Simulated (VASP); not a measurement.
# Hf2B (P-3m1) in VASP: notebook

Runs on Hf2B. Level: PBE. Tasks: relaxation of cell and atoms.

All numbers are computed with VASP 6.6.1; they aren't measurements. Logs are shortened: lines on timing, memory, paths and dates and some standing lists are left out, and cuts for length are marked.

### Step 1. The cell of the first run

It takes space group P-3m1 (No. 164, trigonal). Conventional cell: a = 3.170 Å, b = 3.170 Å, c = 11.333 Å, α = 90.00°, β = 90.00°, γ = 120.00°. Hf (site symmetry 3m) has 6 B at 2.50 to 2.51 Å and 10 Hf at 3.17 to 3.42 Å within 3.5 Å. Hf (site symmetry 3m) has 12 Hf at 3.12 to 3.26 Å within 4.1 Å. Within 2.4 Å of B (site symmetry 3m) lie 3 B at 1.83 Å.

### Step 2. Relaxation of cell and atoms, PBE

INCAR reads:

```
PREC = Accurate
ENCUT = 600
EDIFF = 1E-6
ISMEAR = 0
SIGMA = 0.1
LREAL = F
LASPH = T
NELM = 100
ALGO = Fast
ISIF = 3
LWAVE = F
LCHARG = F
GGA = PE
IBRION = 2
NSW = 80
EDIFFG = -0.001
```

KPOINTS reads:

```
regular mesh
0
Gamma
  12 12 4
```

POSCAR reads:

```
Hf2B
1.0
    3.1699944049      0.0000000000      0.0000000000
   -1.5849972025      2.7452956845      0.0000000000
    0.0000000000      0.0000000000     11.3329820358
Hf B
4 2
Direct
    0.0000000000      0.0000000000      0.1511012290
    0.0000000000      0.0000000000      0.8488987710
    0.3333333333      0.6666666667      0.3887028186
    0.6666666667      0.3333333333      0.6112971814
    0.3333333333      0.6666666667      0.9994615067
    0.6666666667      0.3333333333      0.0005384933
```

Potentials or basis: VASP PAW PBE potentials, release 64 (Hf_pv, B).

The run is started by

```sh
$ cat potpaw_PBE.64/Hf_pv/POTCAR potpaw_PBE.64/B/POTCAR > POTCAR
$ mpirun -np 1 vasp_std > vasp.out
```

OUTCAR:

```text
PREC = Accurate
   ENCUT = 600
   EDIFF = 1E-6
   ISMEAR = 0
   LREAL = F
   LASPH = T
   NELM = 100
   ISIF = 3
   GGA = PE
   IBRION = 2
   NSW = 80
   EDIFFG = -0.001

 ion  position               nearest neighbor table
   1  0.000  0.000  0.151-   6 2.50   6 2.50   6 2.50   5 2.51   5 2.51   5 2.51   3 3.26   3 3.26
                             3 3.26   2 3.42
   2  0.000  0.000  0.849-   5 2.50   5 2.50   5 2.50   6 2.51   6 2.51   6 2.51   4 3.26   4 3.26
                             4 3.26   1 3.42
   3  0.333  0.667  0.389-   4 3.12   4 3.12   4 3.12   1 3.26   1 3.26   1 3.26
   4  0.667  0.333  0.611-   3 3.12   3 3.12   3 3.12   2 3.26   2 3.26   2 3.26
   5  0.333  0.667  0.999-   6 1.83   6 1.83   6 1.83   2 2.50   2 2.50   2 2.50   1 2.51   1 2.51
                             1 2.51
   6  0.667  0.333  0.001-   5 1.83   5 1.83   5 1.83   1 2.50   1 2.50   1 2.50   2 2.51   2 2.51
                             2 2.51

  LATTYP: Found a hexagonal cell.
 ALAT       =     3.1699944049
 C/A-ratio  =     3.5750795075

  Lattice vectors:

 A1 = (   3.1699944049,   0.0000000000,   0.0000000000)
 A2 = (  -1.5849972025,   2.7452956845,   0.0000000000)
 A3 = (   0.0000000000,   0.0000000000,  11.3329820358)

Analysis of symmetry for initial positions (statically):
=====================================================================
 Subroutine PRICEL returns:
 Original cell was already a primitive cell.

 Routine SETGRP: Setting up the symmetry group for a
 hexagonal supercell.

 Subroutine GETGRP returns: Found 12 space group operations
 (whereof 12 operations were pure point group operations)
 out of a pool of 24 trial point group operations.

The static configuration has the point symmetry D_3d.

Analysis of symmetry for dynamics (positions and initial velocities):
=====================================================================
 Subroutine PRICEL returns:
 Original cell was already a primitive cell.

 Routine SETGRP: Setting up the symmetry group for a
 hexagonal supercell.

 Subroutine GETGRP returns: Found 12 space group operations
 (whereof 12 operations were pure point group operations)
 out of a pool of 24 trial point group operations.

The dynamic configuration has the point symmetry D_3d.

 Subroutine INISYM returns: Found 12 space group operations
 (whereof 12 operations are pure point group operations),
 and found     1 'primitive' translations

----------------------------------------------------------------------------------------

                                     Primitive cell

  volume of cell :      98.6261

  direct lattice vectors                    reciprocal lattice vectors
     3.169994405  0.000000000  0.000000000     0.315457970  0.182129744  0.000000000
    -1.584997203  2.745295684  0.000000000     0.000000000  0.364259488  0.000000000
     0.000000000  0.000000000 11.332982036     0.000000000  0.000000000  0.088238029

  length of vectors
     3.169994405  3.169994405 11.332982036     0.364259488  0.364259488  0.088238029

  position of ions in fractional coordinates (direct lattice)
     0.000000000  0.000000000  0.151101229
     0.000000000  0.000000000  0.848898771
     0.333333333  0.666666667  0.388702819
     0.666666667  0.333333333  0.611297181
     0.333333333  0.666666667  0.999461507
     0.666666667  0.333333333  0.000538493

  ion indices of the primitive-cell ions
   primitive index   ion index
                 1           1
                 2           2
                 3           3
                 4           4
                 5           5
                 6           6

----------------------------------------------------------------------------------------

 KPOINTS: regular mesh

Automatic generation of k-mesh.
 Grid dimensions read from file:
 generate k-points for:   12   12    4

 Generating k-lattice:

  Cartesian coordinates                     Fractional coordinates (reciprocal lattice)
     0.026288164  0.015177479  0.000000000     0.083333333  0.000000000  0.000000000
     0.000000000  0.030354957  0.000000000     0.000000000  0.083333333  0.000000000
     0.000000000  0.000000000  0.022059507     0.000000000  0.000000000  0.250000000

  Length of vectors
     0.030354957  0.030354957  0.022059507

  Shift w.r.t. Gamma in fractional coordinates (k-lattice)
     0.000000000  0.000000000  0.000000000

 Subroutine IBZKPT returns following result:
 ===========================================

 Found     69 irreducible k-points:

 Following reciprocal coordinates:
            Coordinates               Weight
  0.000000  0.000000  0.000000      1.000000
  0.083333  0.000000  0.000000      6.000000
  0.166667 -0.000000  0.000000      6.000000
  0.250000  0.000000  0.000000      6.000000
  0.333333 -0.000000  0.000000      6.000000
  0.416667 -0.000000  0.000000      6.000000
[... 16 lines left out ...]
  0.166667 -0.000000  0.250000      6.000000
  0.000000  0.166667  0.250000      6.000000
 [... further k-points ...]
   k-points           NKPTS =     69   k-points in BZ     NKDIM =     69   number of bands    NBANDS=     27
   number of dos      NEDOS =    301   number of ions     NIONS =      6
   total plane-waves  NPLWV =  75264
   dimension x,y,z NGX =    28 NGY =   28 NGZ =   96
   dimension x,y,z NGXF=    56 NGYF=   56 NGZF=  192
   ions per type =               4   2
   NGX,Y,Z   is equivalent  to a cutoff of  14.68, 14.68, 14.08 a.u.
   NGXF,Y,Z  is equivalent  to a cutoff of  29.37, 29.37, 28.16 a.u.
 SYSTEM =  unknown system
   PREC   = accura    normal or accurate (medium, high low for compatibility)
   ISTART =      0    job   : 0-new  1-cont  2-samecut
   ICHARG =      2    charge: 1-file 2-atom 10-const
   ISPIN  =      1    spin polarized calculation?
   LNONCOLLINEAR =      F non collinear calculations
   LSORBIT =      F    spin-orbit coupling
   LASPH  =      T    aspherical Exc in radial PAW
   ENCUT  =  600.0 eV  44.10 Ry    6.64 a.u.   6.33  6.33 22.63*2*pi/ulx,y,z
   NELM   =    100;   NELMIN=  2; NELMDL= -5     # of ELM steps
   EDIFF  = 0.1E-05   stopping-criterion for ELM
   LREAL  =      F    real-space projection
   EDIFFG = -.1E-02   stopping-criterion for IOM
   NSW    =     80    number of steps for IOM
   IBRION =      2    ionic relax: 0-MD 1-quasi-New 2-CG
   NFREE  =      1    steps in history (QN), initial steepest desc. (CG)
   ISIF   =      3    stress and relaxation
   ISYM   =      2    0-nonsym 1-usesym 2-fastsym
   POTIM  = 0.5000    time-step for ionic-motion
   TEBEG  =    0.0;   TEEND  =   0.0 temperature during run
   PSTRESS=    0.0 pullay stress
   NELECT =      46.0000    total number of electrons
   NUPDOWN=      -1.0000    fix difference up-down
   EMIN   =  10.00;   EMAX   =-10.00  energy-range for DOS
   EFERMI =   0.00;   METHOD = LEGACY
   ISMEAR =     0;   SIGMA  =   0.10  broadening in eV -4-tet -1-fermi 0-gaus
   EFERMI_NEDOS =   21; number of points for ismear=-14 and -15
   IALGO  =     68    algorithm
   IMIX   =      4    mixing-type and parameters
     AMIX     =   0.40;   BMIX     =  1.00
     AMIX_MAG =   1.60;   BMIX_MAG =  1.00
  volume/ion in A,a.u.               =      16.44       110.93
  Fermi-wavevector in a.u.,A,eV,Ry     =   1.269590  2.399177 21.930671  1.611859
  Thomas-Fermi vector in A             =   2.402623
   LORBIT       =      0    0 simple, 1 ext, 2 COOP (PROOUT), +10 PAW based schemes
   GGA     = PE    functional components
   LHFCALC =     F    Hartree Fock is set to
   AEXX    =    0.0000 exact exchange contribution
   IVDW    =     0    specifies the selected vdW correction
   LEPSILON=     F    determine dielectric tensor
   LRPA    =     F    only Hartree local field effects (RPA)
 conjugate gradient relaxation of ions
 non-spin polarized calculation
 RMM-DIIS sequential band-by-band and
 Gauss-broadening in eV      SIGMA  =   0.10
  energy-cutoff  :      600.00
  volume of cell :       98.63
 maximum number of plane-waves:      3333
 NGX is ok and might be reduce to    28
   NGX = 13   NGY = 13   NGZ = 45

--------------------------------------- Ionic step        1  -------------------------------------------

 number of electron      46.0000000 magnetization

 Free energy of the ion-electron system (eV)
  ---------------------------------------------------
  ext. energy  EPLUGINS =         0.00000000
  ---------------------------------------------------
  free energy    TOTEN  =       -55.92622777 eV

  energy without entropy =      -55.90057636  energy(sigma->0) =      -55.91340206

------------------------ aborting loop because EDIFF is reached ----------------------------------------

  FORCE on cell =-STRESS in cart. coord.  units (eV):
  Direction    XX          YY          ZZ          XY          YZ          ZX
  --------------------------------------------------------------------------------------
  -------------------------------------------------------------------------------------
  Total       -0.3008302     -0.3008302     -0.2447284      0.0000000      0.0000000     -0.0000000
  in kB       -4.8869759     -4.8869759     -3.9756034      0.0000000      0.0000000     -0.0000000
  external PRESSURE =      -4.5831850 kB  Pullay stress =       0.0000000 kB
[... 101 lines left out ...]
  FREE ENERGIE OF THE ION-ELECTRON SYSTEM (eV)
  ---------------------------------------------------
  free  energy   TOTEN  =       -55.9266878126 eV

  energy  without entropy=      -55.9009372203  energy(sigma->0) =      -55.91381252

[... ionic steps 4 to 21 ...]

--------------------------------------- Ionic step       22  -------------------------------------------

 number of electron      46.0000000 magnetization

------------------------ aborting loop because EDIFF is reached ----------------------------------------
[... 75 lines left out ...]
--------------------------------------- Ionic step       24  -------------------------------------------

 number of electron      46.0000000 magnetization

 Free energy of the ion-electron system (eV)
  ---------------------------------------------------
  ext. energy  EPLUGINS =         0.00000000
  ---------------------------------------------------
  free energy    TOTEN  =       -55.92671637 eV

  energy without entropy =      -55.90093024  energy(sigma->0) =      -55.91382330

 E-fermi :   5.3427     XC(G=0): -11.6137

 val. band max:        5.3275744859   @ k =   0.2500   0.0000   0.0000
 cond. band min:       5.3630234536   @ k =   0.3333   0.1667   0.2500
 fundamental gap:      0.0354489677
 Fermi energy:         5.3427417413

 k-point     1 :       0.0000    0.0000    0.0000
  band No.  band energies     occupation
      1     -25.4183      2.00000
      2     -25.0939      2.00000
      3     -25.0509      2.00000
      4     -24.7678      2.00000
      5     -24.7678      2.00000
      6     -24.7554      2.00000
[... 709 lines left out ...]
     26       6.8872      0.00000
     27       7.2141      0.00000

 [... further k-points ...]

------------------------ aborting loop because EDIFF is reached ----------------------------------------

  FORCE on cell =-STRESS in cart. coord.  units (eV):
  Direction    XX          YY          ZZ          XY          YZ          ZX
  --------------------------------------------------------------------------------------
  -------------------------------------------------------------------------------------
  Total       -0.0030787     -0.0030787     -0.0054756      0.0000000      0.0000000      0.0000000
  in kB       -0.0501693     -0.0501693     -0.0892285      0.0000000      0.0000000      0.0000000
  external PRESSURE =      -0.0631890 kB  Pullay stress =       0.0000000 kB
[... 21 lines left out ...]
  FREE ENERGIE OF THE ION-ELECTRON SYSTEM (eV)
  ---------------------------------------------------
  free  energy   TOTEN  =       -55.9267163666 eV

  energy  without entropy=      -55.9009302354  energy(sigma->0) =      -55.91382330

 reached required accuracy - stopping structural energy minimisation
```

Run time: 19 min. Hardware: 1 thread of AMD EPYC 9R45 (Zen 5), shared host; peak memory 0.37 GiB.

What came out:

```
Free energy                           : -55.9267 eV
Relaxed volume                        : 16.39 Å³/atom
Relaxed cell                          : a = 3.166 Å, b = 3.166 Å, c = 11.324 Å, α = 90.00°, β = 90.00°, γ = 120.00°
Space group after relaxing (to 0.1 Å) : P-3m1 (No. 164)
Energy gained by relaxing             : 0.1 meV/atom
Ionic steps                           : 24
Pressure after relaxing               : 0.0 GPa
Band gap on the k mesh                : zero (bands 23 and 24 overlap by 1.81 eV)
```

The path:
```csv
step,energy change (eV),largest force (eV/Å),pressure (GPa),volume (Å³)
1,0.0000,0.0183,-0.46,98.63
2,0.0002,0.0416,0.58,97.96
3,-0.0005,0.0130,0.01,98.32
4,-0.0005,0.0127,0.02,98.33
5,-0.0003,0.0155,-0.22,98.48
6,-0.0005,0.0132,-0.02,98.34
7,-0.0005,0.0079,-0.02,98.33
8,-0.0005,0.0029,-0.02,98.33
9,-0.0005,0.0012,0.02,98.29
10,-0.0005,0.0013,0.04,98.30
11,-0.0005,0.0014,0.02,98.31
12,-0.0005,0.0013,0.01,98.31
13,-0.0005,0.0018,0.01,98.31
14,-0.0005,0.0012,0.01,98.31
15,-0.0005,0.0009,0.01,98.31
16,-0.0005,0.0007,0.01,98.31
17,-0.0005,0.0004,0.02,98.32
18,-0.0005,0.0030,-0.03,98.34
19,-0.0005,0.0011,-0.03,98.33
20,-0.0005,0.0003,-0.03,98.32
21,-0.0005,0.0002,-0.02,98.32
22,-0.0005,0.0002,-0.01,98.32
23,-0.0005,0.0002,-0.01,98.32
24,-0.0005,0.0002,-0.01,98.32
```

Final structure:
```yaml
crystal:
  lattice:
    - [3.16638, 0.00000, 0.00000]
    - [-1.58319, 2.74217, 0.00000]
    - [0.00000, 0.00000, 11.32353]
  atoms:
    - { symbol: Hf, position: [0.00000, 0.00000, 0.15114] }
    - { symbol: Hf, position: [0.00000, 0.00000, 0.84886] }
    - { symbol: Hf, position: [0.33333, 0.66667, 0.38886] }
    - { symbol: Hf, position: [0.66667, 0.33333, 0.61114] }
    - { symbol: B, position: [0.33333, 0.66667, 0.99951] }
    - { symbol: B, position: [0.66667, 0.33333, 0.00049] }
```

Levels at points of the mesh, in eV from the Fermi level:
| k point | band 20 | band 21 | band 22 | band 23 | band 24 | band 25 | band 26 | band 27 |
| --- | --- | --- | --- | --- | --- | --- | --- | --- |
| (0.00, 0.00, 0.00) | -0.77 | -0.06 | 0.99 | 1.25 | 1.25 | 1.50 | 1.50 | 1.64 |
| (0.50, 0.00, 0.00) | -2.00 | -1.60 | -1.01 | 0.04 | 0.15 | 0.72 | 1.61 | 1.77 |
| (0.00, 0.00, 0.50) | -0.43 | -0.21 | 0.70 | 1.28 | 1.28 | 1.45 | 1.45 | 1.54 |
| (0.50, 0.00, 0.50) | -1.89 | -1.83 | -1.00 | 0.05 | 0.42 | 0.68 | 1.57 | 1.58 |

Caveat: spin-orbit coupling is left out, which moves the levels of the heavy elements.

(Part 1 of 2 ends here.)

The gap in the log of VASP goes by the Fermi energy; the results here count the filled bands.